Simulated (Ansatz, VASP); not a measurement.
**One calculation of MgO, two programs**

```
CELL_PARAMETERS angstrom
0.00000 2.12719 2.12719
2.12719 0.00000 2.12719
2.12719 2.12719 0.00000
ATOMIC_POSITIONS crystal
Mg 0.00000 0.00000 0.00000
O 0.50000 0.50000 0.50000
```

Alike in both runs: task single point; functional PBE; k mesh 11 × 11 × 11; no spin polarisation.

```csv
,VASP,Ansatz
version,VASP 6.6.1,Ansatz 0.2.0
potentials or method,"VASP PAW PBE potentials, release 64 (Mg, O), cutoff 520 eV",plane-wave PAW DFT
occupations,"gaussian, width 0.01 eV",fixed
valence electrons in the cell,8,16
```

```csv
,VASP,Ansatz,Ansatz less VASP
gap on the k mesh at the Fermi level (eV),4.44,4.46,+0.020
```

VASP's potentials hold 8 valence electrons a cell and Ansatz's 16, so a difference there can come from the potentials and not from the codes.
